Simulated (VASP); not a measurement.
# As (P4/nmm) in VASP: notebook, part 2 of 2

VASP 6.6.1. The steps go on from the part before.

## (3) Relaxation of cell and atoms, PBE

File INCAR:

```
PREC = Accurate ; ENCUT = 600
EDIFF = 1E-7 ; ISMEAR = 0
SIGMA = 0.1 ; LREAL = False
LASPH = True ; NELM = 100
ALGO = Normal ; ISIF = 3
LWAVE = False ; LCHARG = False
GGA = PE ; IBRION = 2
NSW = 90 ; EDIFFG = -0.04
```

File KPOINTS:

```
Automatic mesh
0
Gamma
  4 4 6
```

File POSCAR:

```
As
1.0
    3.7556783300      0.0000000000      0.0000000000
    0.0000000000      3.7556783300      0.0000000000
    0.0000000000      0.0000000000      3.0841830900
As
2
Direct
    0.5000000000      0.0000000000      0.8384739100
    0.0000000000      0.5000000000      0.1615260900
```

Potentials or basis: VASP PAW PBE potentials, release 64 (As).

The run is started by

```console
cat potpaw_PBE.64/As/POTCAR > POTCAR
mpirun -np 1 vasp_std > vasp.out
```

OUTCAR:

```text
PREC = Accurate
   ENCUT = 600
   EDIFF = 1E-7
   ISMEAR = 0
   LREAL = False
   LASPH = True
   NELM = 100
   ISIF = 3
   GGA = PE
   IBRION = 2
   NSW = 90
   EDIFFG = -0.04

 ion  position               nearest neighbor table
   1  0.500  0.000  0.838-   2 2.84   2 2.84   2 2.84   2 2.84
   2  0.000  0.500  0.162-   1 2.84   1 2.84   1 2.84   1 2.84

  LATTYP: Found a simple tetragonal cell.
 ALAT       =     3.7556783300
 C/A-ratio  =     0.8212053374

  Lattice vectors:

 A1 = (   3.7556783300,   0.0000000000,   0.0000000000)
 A2 = (   0.0000000000,   3.7556783300,   0.0000000000)
 A3 = (   0.0000000000,   0.0000000000,   3.0841830900)

Analysis of symmetry for initial positions (statically):
=====================================================================
 Subroutine PRICEL returns:
 Original cell was already a primitive cell.

 Routine SETGRP: Setting up the symmetry group for a
 simple tetragonal supercell.

 Subroutine GETGRP returns: Found 16 space group operations
 (whereof  8 operations were pure point group operations)
 out of a pool of 16 trial point group operations.

The static configuration has the point symmetry D_2d.
 The point group associated with its full space group is D_4h.

Analysis of symmetry for dynamics (positions and initial velocities):
=====================================================================
 Subroutine PRICEL returns:
 Original cell was already a primitive cell.

 Routine SETGRP: Setting up the symmetry group for a
 simple tetragonal supercell.

 Subroutine GETGRP returns: Found 16 space group operations
 (whereof  8 operations were pure point group operations)
 out of a pool of 16 trial point group operations.

The dynamic configuration has the point symmetry D_2d.
 The point group associated with its full space group is D_4h.

 Subroutine INISYM returns: Found 16 space group operations
 (whereof  8 operations are pure point group operations),
 and found     1 'primitive' translations

----------------------------------------------------------------------------------------

                                     Primitive cell

  volume of cell :      43.5028

  direct lattice vectors                    reciprocal lattice vectors
     3.755678330  0.000000000  0.000000000     0.266263485  0.000000000  0.000000000
     0.000000000  3.755678330  0.000000000     0.000000000  0.266263485  0.000000000
     0.000000000  0.000000000  3.084183090     0.000000000  0.000000000  0.324234966

  length of vectors
     3.755678330  3.755678330  3.084183090     0.266263485  0.266263485  0.324234966

  position of ions in fractional coordinates (direct lattice)
     0.500000000  0.000000000  0.838473910
     0.000000000  0.500000000  0.161526090

  ion indices of the primitive-cell ions
   primitive index   ion index
                 1           1
                 2           2

----------------------------------------------------------------------------------------

 KPOINTS: Automatic mesh

Automatic generation of k-mesh.
 Grid dimensions read from file:
 generate k-points for:    4    4    6

 Generating k-lattice:

  Cartesian coordinates                     Fractional coordinates (reciprocal lattice)
     0.066565871  0.000000000  0.000000000     0.250000000  0.000000000  0.000000000
[... 56 lines left out ...]
   ENCUT  =  600.0 eV  44.10 Ry    6.64 a.u.   7.50  7.50  6.16*2*pi/ulx,y,z
   NELM   =    100;   NELMIN=  2; NELMDL= -5     # of ELM steps
   EDIFF  = 0.1E-06   stopping-criterion for ELM
   LREAL  =      F    real-space projection
   EDIFFG = -.4E-01   stopping-criterion for IOM
   NSW    =     90    number of steps for IOM
   IBRION =      2    ionic relax: 0-MD 1-quasi-New 2-CG
   NFREE  =      1    steps in history (QN), initial steepest desc. (CG)
   ISIF   =      3    stress and relaxation
   ISYM   =      2    0-nonsym 1-usesym 2-fastsym
   POTIM  = 0.5000    time-step for ionic-motion
   TEBEG  =    0.0;   TEEND  =   0.0 temperature during run
   PSTRESS=    0.0 pullay stress
   NELECT =      10.0000    total number of electrons
   NUPDOWN=      -1.0000    fix difference up-down
   EMIN   =  10.00;   EMAX   =-10.00  energy-range for DOS
   EFERMI =   0.00;   METHOD = LEGACY
   ISMEAR =     0;   SIGMA  =   0.10  broadening in eV -4-tet -1-fermi 0-gaus
   EFERMI_NEDOS =   21; number of points for ismear=-14 and -15
   IALGO  =     38    algorithm
   IMIX   =      4    mixing-type and parameters
     AMIX     =   0.40;   BMIX     =  1.00
     AMIX_MAG =   1.60;   BMIX_MAG =  1.00
  volume/ion in A,a.u.               =      21.75       146.79
  Fermi-wavevector in a.u.,A,eV,Ry     =   1.002850  1.895111 13.683482  1.005708
  Thomas-Fermi vector in A             =   2.135364
   LORBIT       =      0    0 simple, 1 ext, 2 COOP (PROOUT), +10 PAW based schemes
   GGA     = PE    functional components
   LHFCALC =     F    Hartree Fock is set to
   AEXX    =    0.0000 exact exchange contribution
   IVDW    =     0    specifies the selected vdW correction
   LEPSILON=     F    determine dielectric tensor
   LRPA    =     F    only Hartree local field effects (RPA)
 conjugate gradient relaxation of ions
 non-spin polarized calculation
 Gauss-broadening in eV      SIGMA  =   0.10
  energy-cutoff  :      600.00
  volume of cell :       43.50
 maximum number of plane-waves:      1476
   NGX = 15   NGY = 15   NGZ = 13

--------------------------------------- Ionic step        1  -------------------------------------------

 number of electron      10.0000000 magnetization

 Free energy of the ion-electron system (eV)
  ---------------------------------------------------
  ext. energy  EPLUGINS =         0.00000000
  ---------------------------------------------------
  free energy    TOTEN  =        -8.65021314 eV

  energy without entropy =       -8.64684942  energy(sigma->0) =       -8.64853128

------------------------ aborting loop because EDIFF is reached ----------------------------------------

  FORCE on cell =-STRESS in cart. coord.  units (eV):
  Direction    XX          YY          ZZ          XY          YZ          ZX
  --------------------------------------------------------------------------------------
  -------------------------------------------------------------------------------------
  Total       -0.8507183     -0.8507183     -2.5323224      0.0000000     -0.0000000      0.0000000
  in kB      -31.3313715    -31.3313715    -93.2637018      0.0000000     -0.0000000      0.0000000
  external PRESSURE =     -51.9754816 kB  Pullay stress =       0.0000000 kB
[... 89 lines left out ...]
  FREE ENERGIE OF THE ION-ELECTRON SYSTEM (eV)
  ---------------------------------------------------
  free  energy   TOTEN  =        -8.7749090421 eV

  energy  without entropy=       -8.7743068655  energy(sigma->0) =       -8.77460795

 E-fermi :   4.1521     XC(G=0):  -9.7364

 val. band max:        4.1446977278   @ k =   0.2500   0.0000   0.5000
 cond. band min:       4.3839495172   @ k =   0.2500   0.0000   0.5000
 fundamental gap:      0.2392517894
 Fermi energy:         4.1520504913

 k-point     1 :       0.0000    0.0000    0.0000
  band No.  band energies     occupation
      1      -9.5849      2.00000
      2      -5.8561      2.00000
      3       0.3595      2.00000
      4       0.3595      2.00000
      5       6.3207      0.00000
      6       6.3207      0.00000
      7       7.1300      0.00000
      8      11.2460      0.00000
      9      11.3475      0.00000
[... 265 lines left out ...]
 k-point    24 :       0.5000    0.5000    0.5000
  band No.  band energies     occupation
      1      -3.4826      2.00000
      2      -3.4826      2.00000
      3      -0.2341      2.00000
      4      -0.2341      2.00000
      5       2.0501      2.00000
      6       2.0501      2.00000
      7       7.6775      0.00000
      8       7.6775      0.00000
      9      10.5929      0.00000

[... ionic steps 4 to 11 ...]

--------------------------------------- Ionic step       12  -------------------------------------------

 number of electron       9.9999997 magnetization

------------------------ aborting loop because EDIFF is reached ----------------------------------------
[... 67 lines left out ...]
--------------------------------------- Ionic step       14  -------------------------------------------

 number of electron       9.9999997 magnetization

 Free energy of the ion-electron system (eV)
  ---------------------------------------------------
  ext. energy  EPLUGINS =         0.00000000
  ---------------------------------------------------
  free energy    TOTEN  =        -9.18475744 eV

  energy without entropy =       -9.17759970  energy(sigma->0) =       -9.18117857

 E-fermi :   5.4385     XC(G=0): -10.2401

 val. band max:        5.4368016613   @ k =   0.5000   0.0000   0.3333
 cond. band min:       5.4407406825   @ k =   0.2500   0.2500   0.0000
 fundamental gap:      0.0039390212
 Fermi energy:         5.4384669653

 k-point     1 :       0.0000    0.0000    0.0000
  band No.  band energies     occupation
      1      -9.1562      2.00000
      2      -3.4935      2.00000
      3       1.3113      2.00000
      4       1.3113      2.00000
      5       8.0697      0.00000
      6       9.0634      0.00000
      7       9.0634      0.00000
      8      10.1742      0.00000
      9      13.9504      0.00000
[... 303 lines left out ...]
  FREE ENERGIE OF THE ION-ELECTRON SYSTEM (eV)
  ---------------------------------------------------
  free  energy   TOTEN  =        -9.1847574390 eV

  energy  without entropy=       -9.1775996988  energy(sigma->0) =       -9.18117857

 reached required accuracy - stopping structural energy minimisation
```

OSZICAR:

```text
N       E                     dE             d eps       ncg     rms          rms(c)
DAV:   1     0.311122394402E+02    0.31112E+02   -0.46498E+03   432   0.103E+03
DAV:   2    -0.764652307793E+01   -0.38759E+02   -0.37729E+02   686   0.124E+02
DAV:   3    -0.865086671178E+01   -0.10043E+01   -0.10026E+01   474   0.242E+01
[... 124 lines left out ...]
DAV:   4    -0.918475635691E+01   -0.53778E-06   -0.40886E-06   527   0.190E-02    0.163E-02
DAV:   5    -0.918475744383E+01   -0.10869E-05   -0.44223E-07   442   0.590E-03    0.188E-03
DAV:   6    -0.918475764373E+01   -0.19990E-06   -0.65905E-08   237   0.188E-03    0.255E-03
DAV:   7    -0.918475750193E+01    0.14180E-06   -0.12420E-08   219   0.106E-03    0.666E-04
DAV:   8    -0.918475743902E+01    0.62905E-07   -0.26205E-09   219   0.541E-04
  14 F= -.91847574E+01 E0= -.91811786E+01  d E =-.946026E-03
```

CONTCAR:

```text
As
   1.00000000000000
     3.9230400147964573    0.0000000000000000    0.0000000000000000
     0.0000000000000000    3.9230400147964573    0.0000000000000000
     0.0000000000000000   -0.0000000000000000    2.6844359374351980
  As
     2
Direct
     0.5000000000000000    0.0000000000000000    0.9996714334687646
     0.0000000000000000    0.5000000000000000    0.0003285665312356

  0.00000000E+00  0.00000000E+00  0.00000000E+00
  0.00000000E+00  0.00000000E+00  0.00000000E+00
```

Wall time 3.3 min (1 thread of Intel Xeon 8259CL, shared host); peak memory 0.17 GiB.

What came out:

- Free energy: -9.1848 eV
- Relaxed volume: 20.66 Å³/atom
- Relaxed cell: a = 3.923 Å, b = 3.923 Å, c = 2.684 Å, α = 90.00°, β = 90.00°, γ = 90.00°
- Space group after relaxing (to 0.05 Å): P4/mmm (No. 123)
- Energy gained by relaxing: 267.3 meV/atom
- Ionic steps: 14
- Pressure after relaxing: 0.0 GPa
- Band gap on the k mesh: zero (band 5 reaches 11.09 eV, above the bottom of band 6 at 1.68 eV)

Forces on the atoms (eV/Å):
```
As   0.000  0.000  0.002
As   0.000  0.000 -0.002
```

Step by step:
```csv
step,energy change (eV),largest force (eV/Å),pressure (GPa),volume (Å³)
1,0.0000,0.7814,-5.20,43.50
2,-0.1241,0.5894,2.93,39.19
3,-0.1247,0.6026,2.36,39.42
4,-0.1740,0.4881,1.33,40.03
5,-0.2180,0.4816,0.22,40.96
6,-0.4103,0.5347,-2.75,42.77
7,-0.1618,0.0724,-3.19,46.10
8,-0.4386,0.4178,-3.58,43.66
9,-0.4717,0.3128,-2.37,43.00
10,-0.4872,0.1638,-0.51,42.10
11,-0.5317,0.0319,0.44,41.23
12,-0.5336,0.0031,0.70,41.02
13,-0.5336,0.0021,0.74,40.98
14,-0.5345,0.0023,0.03,41.31
```

Final structure:
```
As
1.0
     3.92304    0.00000    0.00000
     0.00000    3.92304    0.00000
     0.00000    0.00000    2.68444
As
2
Direct
  0.50000 0.00000 0.99967
  0.00000 0.50000 0.00033
```

Caveat: the k points lie up to 0.40 Å⁻¹ apart in the final cell.
